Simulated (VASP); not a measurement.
A run of VASP 6.6.1 is set up as follows.

Contents of INCAR:

```
SYSTEM = Te2Mo
  PREC = Accurate
  ENCUT = 520
  EDIFF = 1E-6
  ISMEAR = 0
  SIGMA = 0.05
  LREAL = .FALSE.
  LASPH = .TRUE.
  NELM = 80
  ALGO = Normal
  ISIF = 2
  LWAVE = .FALSE.
  LCHARG = .FALSE.
  GGA = PE
  NBANDS = 20
```

The input KPOINTS:

```
Automatic mesh
0
G
  12 12 2
  0 0 0
```

File POSCAR:

```
Te2Mo
1.0
    3.7007962544      0.0000000000      0.0000000000
   -1.8503981272      3.2049835705      0.0000000000
    0.0000000000      0.0000000000     16.1650780393
Te Mo
2 1
Direct
    0.3333333333      0.6666666667      0.8967969900
    0.3333333333      0.6666666667      0.1032030100
    0.0000000000      0.0000000000      0.0000000000
```

Potentials or basis: VASP PAW PBE potentials, release 64 (Te, Mo_sv).

Command:

```bash
$ cat potpaw_PBE.64/Te/POTCAR potpaw_PBE.64/Mo_sv/POTCAR > POTCAR
$ mpirun -np 1 vasp_std > vasp.out
```

**Question.** What does it give for the band gap on the k mesh?

**Answer.** 0.42 eV, indirect (least direct gap 0.71 eV).

**Question.** Estimate the largest force.

**Answer.** 1.345 eV/Å.

Forces in eV/Å, atoms in the order of the input:
```
Te   0.000  0.000 -1.345
Te   0.000  0.000  1.345
Mo   0.000  0.000  0.000
```

Caveat: spin-orbit coupling is left out, which moves the levels of the heavy elements.
